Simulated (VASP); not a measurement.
# MnHg (Pm-3m) in VASP: a series of runs, part 2 of 2

VASP 6.6.1. Earlier steps stand in the parts before.

## (3) Single point, PBE, collinear spin, ferromagnetic start

The input, INCAR:

```
SYSTEM = MnHg
ALGO     = Normal         ! electronic algorithm
EDIFF    = 1E-6           ! SCF threshold, eV
ENCUT    = 520            ! plane-wave cutoff, eV
GGA      = PE             ! functional
ISIF     = 2              ! what is computed and relaxed
ISMEAR   = -1             ! smearing method
ISPIN    = 2              ! spin polarisation
LASPH    = .TRUE.         ! aspherical terms in the spheres
LCHARG   = .FALSE.        ! write CHGCAR
LMAXMIX  = 4              ! l up to which the mixer works
LORBIT   = 11             ! projections on sites
LREAL    = .FALSE.        ! projectors in reciprocal space
LWAVE    = .FALSE.        ! write WAVECAR
MAGMOM   = 4 0            ! initial moments
NBANDS   = 24             ! bands
NELM     = 150            ! most SCF steps
PREC     = Accurate       ! precision mode
SIGMA    = 0.08           ! smearing width, eV
```

The input, KPOINTS:

```
k-points
0
G
  11 11 11
  0 0 0
```

The input, POSCAR:

```
MnHg
1.0
    3.3150000000      0.0000000000      0.0000000000
    0.0000000000      3.3150000000      0.0000000000
    0.0000000000      0.0000000000      3.3150000000
Mn Hg
1 1
Direct
    0.5000000000      0.5000000000      0.5000000000
    0.0000000000      0.0000000000      0.0000000000
```

Potentials or basis: VASP PAW PBE potentials, release 64 (Mn_pv, Hg).

The run is started by

```
$ cat potpaw_PBE.64/Mn_pv/POTCAR potpaw_PBE.64/Hg/POTCAR > POTCAR
$ mpirun -np 1 vasp_std > vasp.out
```

OUTCAR:

```text
SYSTEM = MnHg
   EDIFF = 1E-6
   ENCUT = 520
   GGA = PE
   ISIF = 2
   ISMEAR = -1
   ISPIN = 2
   LASPH = .TRUE.
   LORBIT = 11
   LREAL = .FALSE.
   NELM = 150
   PREC = Accurate

 ion  position               nearest neighbor table
   1  0.500  0.500  0.500-   2 2.87   2 2.87   2 2.87   2 2.87   2 2.87   2 2.87   2 2.87   2 2.87

   2  0.000  0.000  0.000-   1 2.87   1 2.87   1 2.87   1 2.87   1 2.87   1 2.87   1 2.87   1 2.87

  LATTYP: Found a simple cubic cell.
 ALAT       =     3.3150000000

  Lattice vectors:

 A1 = (   3.3150000000,   0.0000000000,   0.0000000000)
 A2 = (   0.0000000000,   3.3150000000,   0.0000000000)
 A3 = (   0.0000000000,   0.0000000000,   3.3150000000)

Analysis of symmetry for initial positions (statically):
=====================================================================
[... 1511 lines left out ...]
      direct lattice vectors                 reciprocal lattice vectors
     3.315000000  0.000000000  0.000000000     0.301659125  0.000000000  0.000000000
     0.000000000  3.315000000  0.000000000     0.000000000  0.301659125  0.000000000
     0.000000000  0.000000000  3.315000000     0.000000000  0.000000000  0.301659125

 POSITION                                       TOTAL-FORCE (eV/Angst)
 -----------------------------------------------------------------------------------
      1.65750      1.65750      1.65750         0.000000      0.000000      0.000000
      0.00000      0.00000      0.00000         0.000000      0.000000      0.000000
 -----------------------------------------------------------------------------------
    total drift:                                0.000000      0.000000      0.000000

  FREE ENERGIE OF THE ION-ELECTRON SYSTEM (eV)
  ---------------------------------------------------
  free  energy   TOTEN  =        -8.5076906572 eV

  energy  without entropy=       -8.4726383654  energy(sigma->0) =       -8.49016451

 total charge

# of ion       s       p       d       tot
------------------------------------------
    1        0.251   6.173   4.978  11.402
    2        0.816   0.517   9.256  10.589
--------------------------------------------------
tot          1.067   6.691  14.234  21.992

 magnetization (x)

# of ion       s       p       d       tot
------------------------------------------
    1        0.028   0.017   3.782   3.827
    2       -0.043  -0.058   0.049  -0.052
--------------------------------------------------
tot         -0.014  -0.041   3.830   3.775
```

OSZICAR:

```text
N       E                     dE             d eps       ncg     rms          rms(c)
DAV:   1     0.231983859522E+03    0.23198E+03   -0.13787E+04  5416   0.117E+03
DAV:   2    -0.160742878248E+01   -0.23359E+03   -0.22242E+03  5608   0.341E+02
DAV:   3    -0.892720971066E+01   -0.73198E+01   -0.72964E+01  6320   0.678E+01
DAV:   4    -0.897928276331E+01   -0.52073E-01   -0.52070E-01  5992   0.538E+00
DAV:   5    -0.898006119976E+01   -0.77844E-03   -0.77842E-03  6488   0.599E-01    0.987E+00
DAV:   6    -0.869494298216E+01    0.28512E+00   -0.67331E+00  6088   0.192E+01    0.745E+00
DAV:   7    -0.852208161296E+01    0.17286E+00   -0.19761E+00  6280   0.120E+01    0.488E+00
DAV:   8    -0.851020840365E+01    0.11873E-01   -0.58180E-02  5664   0.174E+00    0.264E+00
DAV:   9    -0.850767326420E+01    0.25351E-02   -0.18287E-02  6320   0.924E-01    0.928E-01
DAV:  10    -0.850762846699E+01    0.44797E-04   -0.25705E-03  5856   0.442E-01    0.885E-02
DAV:  11    -0.850767611158E+01   -0.47645E-04   -0.12819E-04  6056   0.108E-01    0.320E-02
DAV:  12    -0.850768552288E+01   -0.94113E-05   -0.16198E-05  6128   0.308E-02    0.176E-02
DAV:  13    -0.850769071012E+01   -0.51872E-05   -0.62944E-06  5944   0.175E-02    0.108E-02
DAV:  14    -0.850769065721E+01    0.52904E-07   -0.67886E-07  3176   0.713E-03
   1 F= -.85076907E+01 E0= -.84901645E+01  d E =-.350523E-01  mag=     3.9214
```

stdout:

```text
POSCAR found type information on POSCAR MnHg
 POSCAR found :  2 types and       2 ions
 scaLAPACK will be used
 LDA part: xc-table for (Slater+PW92), standard interpolation
 POSCAR, INCAR and KPOINTS ok, starting setup
 FFT: planning ... GRIDC
 FFT: planning ... GRID_SOFT
 FFT: planning ... GRID
 WAVECAR not read
 entering main loop
```

Run time: 47 s. Hardware: 1 thread of AMD EPYC 9R45 (Zen 5), shared host; peak memory 0.19 GiB.

Results:

| Item | Value |
| --- | --- |
| Free energy | -8.5077 eV |
| Pressure | 1.0 GPa |
| Net moment | 3.92 μB per cell |
| Site moments | Mn +3.83; Hg -0.05 μB |
| Valence electrons inside the program's atomic spheres | Mn 11.40; Hg 10.59 |

Caveat: spin-orbit coupling is left out, which moves the levels of the heavy elements.

## (4) Single point, PBE, non-collinear spin, typed start, spin-orbit coupling

The input, INCAR:

```
SYSTEM = MnHg
PREC = Accurate ; ENCUT = 520
EDIFF = 1E-6 ; ISMEAR = -1
SIGMA = 0.08 ; LREAL = .False.
LASPH = .True. ; NELM = 150
ALGO = Normal ; ISIF = 2
LWAVE = .False. ; LCHARG = .False.
MAGMOM = 0 0 4 0 0 0 ; LORBIT = 11
LSORBIT = .True. ; GGA_COMPAT = .False.
LORBMOM = .True. ; LMAXMIX = 4
GGA = PE ; NBANDS = 37
```

The input, KPOINTS:

```
regular mesh
0
Gamma
  11 11 11
  0 0 0
```

POSCAR is that of step 3.

The run is started by

```
$ cat potpaw_PBE.64/Mn_pv/POTCAR potpaw_PBE.64/Hg/POTCAR > POTCAR
$ mpirun -np 1 vasp_ncl > vasp.out
```

It took 13 min on 1 thread of AMD EPYC 9R45 (Zen 5), shared host; peak memory 0.48 GiB.

It converged, with:

```yaml
Free_energy: -8.8505 eV
Pressure: 0.4 GPa
Net_moment: 3.93 μB per cell
Valence_electrons_inside_the_program's_atomic_spheres: Mn 11.40; Hg 10.60
```

Moments on the atoms (μB; x, y, z):
```
Mn   0.00  0.00  3.83
Hg   0.00  0.00 -0.05
```

## (5) Single point, PBE, collinear spin, ferromagnetic start (17.49 Å³/atom)

This run uses another cell than the first one, of 17.49 Å³/atom.

The input, INCAR:

```
SYSTEM = MnHg
PREC = Accurate ; ENCUT = 520
EDIFF = 1E-7 ; ISMEAR = -1
SIGMA = 0.08 ; LREAL = .FALSE.
LASPH = .TRUE. ; NELM = 150
ALGO = Normal ; ISIF = 2
LWAVE = .FALSE. ; LCHARG = .FALSE.
ISPIN = 2 ; MAGMOM = 4 0
LORBIT = 11 ; LMAXMIX = 4
GGA = PE ; NBANDS = 24
```

The input, KPOINTS:

```
Automatic mesh
0
G
  11 11 11
  0 0 0
```

The input, POSCAR:

```
MnHg
1.0
    3.2701972106      0.0000000000      0.0000000000
    0.0000000000      3.2701972106      0.0000000000
    0.0000000000      0.0000000000      3.2701972106
Mn Hg
1 1
Direct
    0.5000000000      0.5000000000      0.5000000000
    0.0000000000      0.0000000000      0.0000000000
```

The run is started by

```
$ cat potpaw_PBE.64/Mn_pv/POTCAR potpaw_PBE.64/Hg/POTCAR > POTCAR
$ mpirun -np 1 vasp_std > vasp.out
```

Wall time 94 s (1 thread of Oxide Virtual Turin-like, shared host); peak memory 0.16 GiB.

Results (log left out):

```
Free energy                                           : -8.4836 eV
Pressure                                              : 4.3 GPa
Net moment                                            : 3.79 μB per cell
Site moments                                          : Mn +3.73; Hg -0.06 μB
Valence electrons inside the program's atomic spheres : Mn 11.44; Hg 10.62
```

Levels at points of the mesh, in eV from the Fermi level:
Spin up:
| k point | band 11 | band 12 | band 13 | band 14 | band 15 | band 16 | band 17 | band 18 |
| --- | --- | --- | --- | --- | --- | --- | --- | --- |
| (0.00, 0.00, 0.00) | -2.85 | -1.94 | -1.94 | -1.94 | 5.04 | 5.04 | 5.04 | 9.17 |
Spin down:
```tsv
k point	band 8	band 9	band 10	band 11	band 12	band 13	band 14	band 15
(0.00, 0.00, 0.00)	-7.15	-7.15	0.29	0.29	1.53	1.53	1.53	5.40
```

Caveat: the cell stands under pressure; spin-orbit coupling is left out, which moves the levels of the heavy elements.

## (6) Single point, PBE, collinear spin, ferromagnetic start (17.85 Å³/atom)

This run uses another cell than the first one, of 17.85 Å³/atom.

The input, INCAR:

```
SYSTEM = MnHg
ALGO = Normal ; EDIFF = 1E-7
ENCUT = 520 ; GGA = PE
ISIF = 2 ; ISMEAR = -1
ISPIN = 2 ; LASPH = .True.
LCHARG = .False. ; LMAXMIX = 4
LORBIT = 11 ; LREAL = .False.
LWAVE = .False. ; MAGMOM = 4 0
NBANDS = 24 ; NELM = 150
PREC = Accurate ; SIGMA = 0.08
```

The input, KPOINTS:

```
k-points
0
Gamma
  11 11 11
  0 0 0
```

The input, POSCAR:

```
MnHg
1.0
    3.2927510075      0.0000000000      0.0000000000
    0.0000000000      3.2927510075      0.0000000000
    0.0000000000      0.0000000000      3.2927510075
Mn Hg
1 1
Direct
    0.5000000000      0.5000000000      0.5000000000
    0.0000000000      0.0000000000      0.0000000000
```

Potentials or basis: VASP PAW PBE potentials, release 64 (Mn_pv, Hg).

The run is started by

```
$ cat potpaw_PBE.64/Mn_pv/POTCAR potpaw_PBE.64/Hg/POTCAR > POTCAR
$ mpirun -np 1 vasp_std > vasp.out
```

Wall time 96 s (1 thread of Oxide Virtual Turin-like, shared host); peak memory 0.16 GiB.

It converged, with:

- Free energy: -8.4993 eV
- Pressure: 2.5 GPa
- Net moment: 3.86 μB per cell
- Site moments: Mn +3.78; Hg -0.06 μB
- Valence electrons inside the program's atomic spheres: Mn 11.42; Hg 10.61

Levels at points of the mesh, in eV from the Fermi level:
Spin up:
| k point | band 11 | band 12 | band 13 | band 14 | band 15 | band 16 | band 17 | band 18 |
| --- | --- | --- | --- | --- | --- | --- | --- | --- |
| (0.00, 0.00, 0.00) | -2.90 | -2.01 | -2.01 | -2.01 | 4.96 | 4.96 | 4.96 | 8.86 |
Spin down:
| k point | band 9 | band 10 | band 11 | band 12 | band 13 | band 14 |
| --- | --- | --- | --- | --- | --- | --- |
| (0.00, 0.00, 0.00) | -7.11 | 0.31 | 0.31 | 1.50 | 1.50 | 1.50 |

Caveat: spin-orbit coupling is left out, which moves the levels of the heavy elements.

## (7) Summary

```tsv
level	spin	cell	gap on the mesh (eV)	pressure (GPa)	moment (μB)
PBEsol	collinear, ferromagnetic start	a = 3.315 Å, 2 atoms	none	-4.5	3.92
PBE	collinear, ferromagnetic start	a = 3.315 Å, 2 atoms	none	1.0	3.92
PBE	non-collinear, typed start, SOC	a = 3.315 Å, 2 atoms	-	0.4	3.93
PBE	collinear, ferromagnetic start	a = 3.270 Å, 2 atoms	none	4.3	3.79
PBE	collinear, ferromagnetic start	a = 3.293 Å, 2 atoms	none	2.5	3.86
```

Alike in all rows: task single point; potentials or basis VASP PAW PBE potentials, release 64 (Mn_pv, Hg); k mesh 11 × 11 × 11; cutoff (eV) 520; smearing fermi-dirac 0.08 eV.

The pressure there spans -4.5 GPa (PBEsol) to 1.0 GPa (PBE); a positive pressure means that this level wants a larger cell, a negative one a smaller.

Caveats: spin-orbit coupling is left out, which moves the levels of the heavy elements (at least some runs); the cell stands under tension (at least some runs); the PAW data sets were made with another functional, which shifts forces and pressure a little (at least some runs); the cell stands under pressure (at least some runs).

Absolute energies hang on the potentials; compare differences alone.
